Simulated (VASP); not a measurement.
A run of VASP 6.6.1 is set up as follows.

POSCAR

```
MgB2
1.0
    3.0686969421      0.0000000000      0.0000000000
   -1.5343484710      2.6575695083      0.0000000000
    0.0000000000      0.0000000000      3.5129910970
Mg B
1 2
Direct
    0.0000000000      0.0000000000      0.0000000000
    0.3333333333      0.6666666667      0.5000000000
    0.6666666667      0.3333333333      0.5000000000
```

Contents of INCAR.step1:

```
ALGO = Normal ; EDIFF = 1E-5
ENCUT = 750 ; GGA = PE
GGA_COMPAT = False ; ISMEAR = -1
LASPH = True ; LCHARG = False
LREAL = False ; LWAVE = True
NBANDS = 15 ; NELM = 120
PREC = Accurate ; SIGMA = 0.15
```

The input INCAR.step2:

```
ALGO = Normal ; EDIFF = 1E-6
ENCUT = 750 ; GGA_COMPAT = False
ISIF = 2 ; ISMEAR = -1
ISTART = 1 ; LASPH = True
LCHARG = False ; LMIXTAU = True
LREAL = False ; LWAVE = False
METAGGA = R2SCAN ; NBANDS = 15
NELM = 120 ; PREC = Accurate
SIGMA = 0.15
```

Contents of KPOINTS:

```
k-points
0
Gamma
  15 15 12
```

Potentials or basis: VASP PAW PBE potentials, release 64 (Mg_sv, B).

Launch:

```sh
$ cat potpaw_PBE.64/Mg_sv/POTCAR potpaw_PBE.64/B/POTCAR > POTCAR
$ cp INCAR.step1 INCAR
$ mpirun -np 1 vasp_std > vasp.out
$ cp INCAR.step2 INCAR
$ mpirun -np 1 vasp_std > vasp.out
```

(1) Estimate the pressure.

(2) Estimate the band gap on the k mesh.

## Answers

(1) -0.1 GPa.

(2) zero (bands 8 and 9 overlap by 3.99 eV).

Caveat: the PAW data sets were made with another functional, which shifts forces and pressure a little.
